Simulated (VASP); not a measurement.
# TlHgClO2 (Cmcm) in VASP: single point with r2SCAN

Aim: the single point of TlHgClO2 with r2SCAN.

All numbers are computed with VASP 6.6.1; they aren't measurements. Logs are shortened: lines on timing, memory, paths and dates and some standing lists are left out, and cuts for length are marked.

### Step 1. The cell of the first run

The structure is orthorhombic, space group Cmcm (No. 63). The conventional cell has a = 5.428 Å, b = 11.987 Å, c = 5.378 Å, α = 90.00°, β = 90.00°, γ = 90.00°. Hg (site symmetry m2m) has 4 O at 2.36 Å and 4 Cl at 3.14 to 3.16 Å within 3.2 Å. Tl (site symmetry m2m) has 4 O at 2.19 Å within 2.9 Å. Cl (site symmetry m2m) has 4 Hg at 3.14 to 3.16 Å and 5 Tl at 3.30 to 4.08 Å and 8 O at 3.55 Å and 4 Cl at 3.82 Å within 4.1 Å. Within 2.9 Å of O (site symmetry 2) lie 2 Tl at 2.19 Å and 2 Hg at 2.36 Å and 4 O at 2.69 to 2.71 Å.

### Step 2. Single point, r2SCAN

The input, POSCAR:

```
TlHgClO2
1.0
   -5.4284910000      0.0000000000      0.0000000000
    0.0000000000     -5.3783260000      0.0000000000
    2.7142460000      0.0000000000      5.9933360000
Hg Tl Cl O
2 2 2 4
Direct
    0.3850000000      0.7500000000      0.7700000000
    0.6150000000      0.2500000000      0.2300000000
    0.0900000000      0.7500000000      0.1800000000
    0.9100000000      0.2500000000      0.8200000000
    0.7500000000      0.7500000000      0.5000000000
    0.2500000000      0.2500000000      0.5000000000
    0.7500000000      0.0000000000      0.0000000000
    0.2500000000      0.5000000000      0.0000000000
    0.2500000000      0.0000000000      0.0000000000
    0.7500000000      0.5000000000      0.0000000000
```

The input, INCAR.step1:

```
SYSTEM = TlHgClO2
PREC     = Accurate       ! precision mode
ENCUT    = 520            ! plane-wave cutoff, eV
ISMEAR   = -4             ! smearing method
SIGMA    = 0.1            ! smearing width, eV
LREAL    = .False.        ! projectors in reciprocal space
LASPH    = .True.         ! aspherical terms in the spheres
NELM     = 80             ! most SCF steps
NBANDS   = 55             ! bands
GGA      = PE             ! functional
ALGO     = Normal         ! electronic algorithm
EDIFF    = 1E-4           ! SCF threshold, eV
LWAVE    = .True.         ! write WAVECAR
LCHARG   = .False.        ! write CHGCAR
```

The input, INCAR.step2:

```
SYSTEM = TlHgClO2
PREC     = Accurate       ! precision mode
ENCUT    = 520            ! plane-wave cutoff, eV
EDIFF    = 1E-7           ! SCF threshold, eV
ISMEAR   = -4             ! smearing method
SIGMA    = 0.1            ! smearing width, eV
LREAL    = .False.        ! projectors in reciprocal space
LASPH    = .True.         ! aspherical terms in the spheres
NELM     = 80             ! most SCF steps
ALGO     = Normal         ! electronic algorithm
ISIF     = 2              ! what is computed and relaxed
LWAVE    = .False.        ! write WAVECAR
LCHARG   = .False.        ! write CHGCAR
METAGGA  = R2SCAN         ! meta-GGA
LMIXTAU  = .True.       
NBANDS   = 55             ! bands
ISTART   = 1
```

The input, KPOINTS:

```
regular mesh
0
Gamma
  4 4 4
  0 0 0
```

Potentials or basis: VASP PAW PBE potentials, release 64 (Hg, Tl_d, Cl, O).

On the command line:

```
> cat potpaw_PBE.64/Hg/POTCAR potpaw_PBE.64/Tl_d/POTCAR potpaw_PBE.64/Cl/POTCAR potpaw_PBE.64/O/POTCAR > POTCAR
> cp INCAR.step1 INCAR
> mpirun -np 1 vasp_std > vasp.out
> cp INCAR.step2 INCAR
> mpirun -np 1 vasp_std > vasp.out
```

OUTCAR:

```text
SYSTEM = TlHgClO2
   PREC = Accurate
   ENCUT = 520
   EDIFF = 1E-7
   ISMEAR = -4
   LREAL = .False.
   LASPH = .True.
   NELM = 80
   ISIF = 2
   METAGGA = R2SCAN
   ISTART = 1

 ion  position               nearest neighbor table
   1  0.385  0.750  0.770-   7 2.36  10 2.36   9 2.36   8 2.36   6 3.14   6 3.14   5 3.16   5 3.16
                             3 3.54   3 3.66   3 3.66   4 3.83   4 3.83   4 3.83   4 3.83   2 3.85
   2  0.615  0.250  0.230-   8 2.36   9 2.36   7 2.36  10 2.36   5 3.14   5 3.14   6 3.16   6 3.16
                             4 3.54   4 3.66   4 3.66   3 3.83   3 3.83   3 3.83   3 3.83   1 3.85
   3  0.090  0.750  0.180-   7 2.19  10 2.19   9 2.19   8 2.19   6 3.30   6 3.30   5 3.32   5 3.32
                             4 3.45   4 3.45   1 3.54   1 3.66   1 3.66   2 3.83   2 3.83   2 3.83
   4  0.910  0.250  0.820-   8 2.19   9 2.19   7 2.19  10 2.19   5 3.30   5 3.30   6 3.32   6 3.32
                             3 3.45   3 3.45   2 3.54   2 3.66   2 3.66   1 3.83   1 3.83   1 3.83
   5  0.750  0.750  0.500-   2 3.14   2 3.14   1 3.16   1 3.16   4 3.30   4 3.30   3 3.32   3 3.32

   6  0.250  0.250  0.500-   1 3.14   1 3.14   2 3.16   2 3.16   3 3.30   3 3.30   4 3.32   4 3.32

   7  0.750  0.000  0.000-   3 2.19   4 2.19   1 2.36   2 2.36
   8  0.250  0.500  0.000-   4 2.19   3 2.19   2 2.36   1 2.36
   9  0.250  0.000  0.000-   4 2.19   3 2.19   2 2.36   1 2.36
  10  0.750  0.500  0.000-   3 2.19   4 2.19   1 2.36   2 2.36

  LATTYP: Found a base centered orthorhombic cell.
 ALAT       =     5.4284910000
 B/A-ratio  =     2.2081038727
 C/A-ratio  =     0.9907589420

  Lattice vectors:

 A1 = (   2.7142450000,   0.0000000000,  -5.9933360000)
 A2 = (   2.7142460000,   0.0000000000,   5.9933360000)
 A3 = (   0.0000000000,  -5.3783260000,   0.0000000000)

Analysis of symmetry for initial positions (statically):
=====================================================================
 Subroutine PRICEL returns:
 Original cell was already a primitive cell.

 Routine SETGRP: Setting up the symmetry group for a
 base centered orthorhombic supercell.

 Subroutine GETGRP returns: Found  8 space group operations
 (whereof  4 operations were pure point group operations)
 out of a pool of  8 trial point group operations.

The static configuration has the point symmetry C_2h.
 The point group associated with its full space group is D_2h.

Analysis of symmetry for dynamics (positions and initial velocities):
=====================================================================
 Subroutine PRICEL returns:
 Original cell was already a primitive cell.

 Routine SETGRP: Setting up the symmetry group for a
 base centered orthorhombic supercell.

 Subroutine GETGRP returns: Found  8 space group operations
 (whereof  4 operations were pure point group operations)
 out of a pool of  8 trial point group operations.

The dynamic configuration has the point symmetry C_2h.
 The point group associated with its full space group is D_2h.

 Subroutine INISYM returns: Found  8 space group operations
 (whereof  4 operations are pure point group operations),
 and found     1 'primitive' translations

----------------------------------------------------------------------------------------

                                     Primitive cell

  volume of cell :     174.9826

  direct lattice vectors                    reciprocal lattice vectors
    -5.428491000  0.000000000  0.000000000    -0.184213256  0.000000000  0.083426007
     0.000000000 -5.378326000  0.000000000     0.000000000 -0.185931459  0.000000000
     2.714246000  0.000000000  5.993336000     0.000000000  0.000000000  0.166851984

  length of vectors
     5.428491000  5.378326000  6.579301464     0.202223693  0.185931459  0.166851984

  position of ions in fractional coordinates (direct lattice)
     0.385000000  0.750000000  0.770000000
     0.615000000  0.250000000  0.230000000
     0.090000000  0.750000000  0.180000000
     0.910000000  0.250000000  0.820000000
     0.750000000  0.750000000  0.500000000
     0.250000000  0.250000000  0.500000000
     0.750000000  0.000000000  0.000000000
     0.250000000  0.500000000  0.000000000
     0.250000000  0.000000000  0.000000000
     0.750000000  0.500000000  0.000000000

  ion indices of the primitive-cell ions
   primitive index   ion index
                 1           1
                 2           2
                 3           3
                 4           4
                 5           5
                 6           6
                 7           7
                 8           8
                 9           9
                10          10

----------------------------------------------------------------------------------------

 KPOINTS: regular mesh

Automatic generation of k-mesh.
 Grid dimensions read from file:
 generate k-points for:    4    4    4

 Generating k-lattice:

  Cartesian coordinates                     Fractional coordinates (reciprocal lattice)
    -0.046053314  0.000000000  0.020856502     0.250000000  0.000000000  0.000000000
     0.000000000 -0.046482865  0.000000000     0.000000000  0.250000000  0.000000000
     0.000000000  0.000000000  0.041712996     0.000000000  0.000000000  0.250000000

  Length of vectors
     0.050555923  0.046482865  0.041712996

  Shift w.r.t. Gamma in fractional coordinates (k-lattice)
     0.000000000  0.000000000  0.000000000

 TETIRR: Found    168 inequivalent tetrahedra from      384

 Subroutine IBZKPT returns following result:
 ===========================================

 Found     21 irreducible k-points:

 Following reciprocal coordinates:
            Coordinates               Weight
  0.000000  0.000000  0.000000      1.000000
  0.250000  0.000000 -0.000000      4.000000
  0.500000  0.000000 -0.000000      2.000000
  0.000000  0.250000  0.000000      2.000000
  0.250000  0.250000 -0.000000      8.000000
  0.500000  0.250000 -0.000000      4.000000
[... 13 lines left out ...]
  0.000000  0.250000  0.500000      2.000000
  0.000000  0.500000  0.500000      1.000000
   k-points           NKPTS =     21   k-points in BZ     NKDIM =     21   number of bands    NBANDS=     55
   number of dos      NEDOS =    301   number of ions     NIONS =     10
   total plane-waves  NPLWV =  80000
   dimension x,y,z NGX =    40 NGY =   40 NGZ =   50
   dimension x,y,z NGXF=    80 NGYF=   80 NGZF=  100
   ions per type =               2   2   2   4
   NGX,Y,Z   is equivalent  to a cutoff of  12.25, 12.36, 12.63 a.u.
   NGXF,Y,Z  is equivalent  to a cutoff of  24.50, 24.73, 25.27 a.u.
 SYSTEM =  TlHgClO2
   PREC   = accura    normal or accurate (medium, high low for compatibility)
   ISTART =      1    job   : 0-new  1-cont  2-samecut
   ICHARG =      0    charge: 1-file 2-atom 10-const
   ISPIN  =      1    spin polarized calculation?
   LNONCOLLINEAR =      F non collinear calculations
   LSORBIT =      F    spin-orbit coupling
   LASPH  =      T    aspherical Exc in radial PAW
   ENCUT  =  520.0 eV  38.22 Ry    6.18 a.u.  10.09 10.00 12.23*2*pi/ulx,y,z
   NELM   =     80;   NELMIN=  2; NELMDL=  0     # of ELM steps
   EDIFF  = 0.1E-06   stopping-criterion for ELM
   LREAL  =      F    real-space projection
   EDIFFG = 0.1E-05   stopping-criterion for IOM
   NSW    =      0    number of steps for IOM
   IBRION =     -1    ionic relax: 0-MD 1-quasi-New 2-CG
   NFREE  =      0    steps in history (QN), initial steepest desc. (CG)
   ISIF   =      2    stress and relaxation
   ISYM   =      2    0-nonsym 1-usesym 2-fastsym
   POTIM  = 0.5000    time-step for ionic-motion
   TEBEG  =    0.0;   TEEND  =   0.0 temperature during run
   PSTRESS=    0.0 pullay stress
   NELECT =      88.0000    total number of electrons
   NUPDOWN=      -1.0000    fix difference up-down
   EMIN   =  10.00;   EMAX   =-10.00  energy-range for DOS
   EFERMI =   0.00;   METHOD = LEGACY
   ISMEAR =    -4;   SIGMA  =   0.10  broadening in eV -4-tet -1-fermi 0-gaus
   EFERMI_NEDOS =   21; number of points for ismear=-14 and -15
   IALGO  =     38    algorithm
   IMIX   =      4    mixing-type and parameters
     AMIX     =   0.40;   BMIX     =  1.00
     AMIX_MAG =   1.60;   BMIX_MAG =  1.00
  volume/ion in A,a.u.               =      17.50       118.08
  Fermi-wavevector in a.u.,A,eV,Ry     =   1.301879  2.460195 23.060379  1.694890
  Thomas-Fermi vector in A             =   2.432984
   LORBIT       =      0    0 simple, 1 ext, 2 COOP (PROOUT), +10 PAW based schemes
   METAGGA = R2SCAN    functional components
   LHFCALC =     F    Hartree Fock is set to
   AEXX    =    0.0000 exact exchange contribution
   IVDW    =     0    specifies the selected vdW correction
   LEPSILON=     F    determine dielectric tensor
   LRPA    =     F    only Hartree local field effects (RPA)
 non-spin polarized calculation
 Fermi weights with tetrahedron method witout Bloechl corrections
  energy-cutoff  :      520.00
  volume of cell :      174.98
 maximum number of plane-waves:      4732
   NGX = 21   NGY = 21   NGZ = 25

 number of electron      87.9999983 magnetization

 Free energy of the ion-electron system (eV)
  ---------------------------------------------------
  ext. energy  EPLUGINS =         0.00000000
  ---------------------------------------------------
  free energy    TOTEN  =      -243.86323613 eV

  energy without entropy =     -243.86323613  energy(sigma->0) =     -243.86323613

 E-fermi :   3.0017     XC(G=0): -10.9433

 val. band max:        3.0211753356   @ k =   0.0000   0.0000   0.5000
 cond. band min:       2.9645885753   @ k =   0.0000   0.2500   0.0000
 fundamental gap:     -0.0565867603
 Fermi energy:         3.0016520088

 k-point     1 :       0.0000    0.0000    0.0000
  band No.  band energies     occupation
      1     -15.9360      2.00000
      2     -15.1510      2.00000
      3     -15.1288      2.00000
      4     -14.6595      2.00000
      5     -12.4970      2.00000
      6     -12.2001      2.00000
[... 47 lines left out ...]
     54      11.9554      0.00000
[... 1159 lines left out ...]
     54      11.3814      0.00000
     55      11.4460      0.00000

------------------------ aborting loop because EDIFF is reached ----------------------------------------

  FORCE on cell =-STRESS in cart. coord.  units (eV):
  Direction    XX          YY          ZZ          XY          YZ          ZX
  --------------------------------------------------------------------------------------
  -------------------------------------------------------------------------------------
  Total        5.3320108      6.0297011     -4.7309157      0.0000000      0.0000000     -0.0000004
  in kB       48.8210073     55.2092055    -43.3172547      0.0000000      0.0000000     -0.0000036
  external PRESSURE =      20.2376527 kB  Pullay stress =       0.0000000 kB

 VOLUME and BASIS-vectors are now :
 -----------------------------------------------------------------------------
  energy-cutoff  :      520.00
  volume of cell :      174.98
      direct lattice vectors                 reciprocal lattice vectors
    -5.428491000  0.000000000  0.000000000    -0.184213256  0.000000000  0.083426007
     0.000000000 -5.378326000  0.000000000     0.000000000 -0.185931459  0.000000000
     2.714246000  0.000000000  5.993336000     0.000000000  0.000000000  0.166851984

 POSITION                                       TOTAL-FORCE (eV/Angst)
 -----------------------------------------------------------------------------------
      0.00000     -4.03374      4.61487         0.000000     -0.000000      1.051173
     -2.71425     -1.34458      1.37847        -0.000000     -0.000000     -1.051173
      0.00000     -4.03374      1.07880        -0.000000     -0.000000     -0.536809
     -2.71425     -1.34458      4.91454         0.000000      0.000000      0.536809
     -2.71425     -4.03374      2.99667        -0.000000     -0.000000     -0.010232
      0.00000     -1.34458      2.99667         0.000000     -0.000000      0.010232
     -4.07137      0.00000      0.00000         0.446208     -0.000000      0.000000
     -1.35712     -2.68916      0.00000        -0.446208     -0.000000      0.000000
     -1.35712      0.00000      0.00000        -0.446208     -0.000000     -0.000000
     -4.07137     -2.68916      0.00000         0.446208     -0.000000     -0.000000
 -----------------------------------------------------------------------------------
    total drift:                               -0.000000      0.000000      0.000000

  FREE ENERGIE OF THE ION-ELECTRON SYSTEM (eV)
  ---------------------------------------------------
  free  energy   TOTEN  =      -243.8632361259 eV

  energy  without entropy=     -243.8632361259  energy(sigma->0) =     -243.86323613
```

Wall time 9.6 min (1 thread of Intel Xeon Platinum 8259CL at 2.50GHz (Skylake/Cascade Lake), shared host); peak memory 0.42 GiB.

Results:

```yaml
Free_energy: -243.8632 eV
Pressure: 2.0 GPa
Largest_force: 1.051 eV/Å
Band_gap_on_the_k_mesh: zero (bands 44 and 45 overlap by 0.06 eV)
```

Forces on the atoms (eV/Å):
```
Hg   0.000  0.000  1.051
Hg   0.000  0.000 -1.051
Tl   0.000  0.000 -0.537
Tl   0.000  0.000  0.537
Cl   0.000  0.000 -0.010
Cl   0.000  0.000  0.010
O    0.446  0.000  0.000
O   -0.446  0.000  0.000
O   -0.446  0.000  0.000
O    0.446  0.000  0.000
```

Levels at points of the mesh, in eV from the Fermi level:
```csv
k point,band 41,band 42,band 43,band 44,band 45,band 46,band 47,band 48
"(0.00, 0.00, 0.00)",-0.55,-0.45,-0.32,-0.28,0.02,0.06,2.48,3.27
"(0.50, 0.00, 0.00)",-1.10,-0.92,-0.11,-0.11,0.61,1.17,2.28,2.59
"(0.00, 0.50, 0.00)",-1.03,-1.03,-0.17,-0.17,0.73,0.73,2.89,2.89
"(0.50, 0.50, 0.00)",-1.29,-1.29,-1.03,-1.03,1.52,1.52,2.45,2.45
"(0.00, 0.00, 0.50)",-0.42,-0.37,-0.32,0.02,0.06,1.02,1.19,2.45
"(0.00, 0.50, 0.50)",-0.93,-0.93,-0.16,-0.16,1.18,1.18,1.93,1.93
```

Caveat: the PAW data sets were made with another functional, which shifts forces and pressure a little; spin-orbit coupling is left out, which moves the levels of the heavy elements.
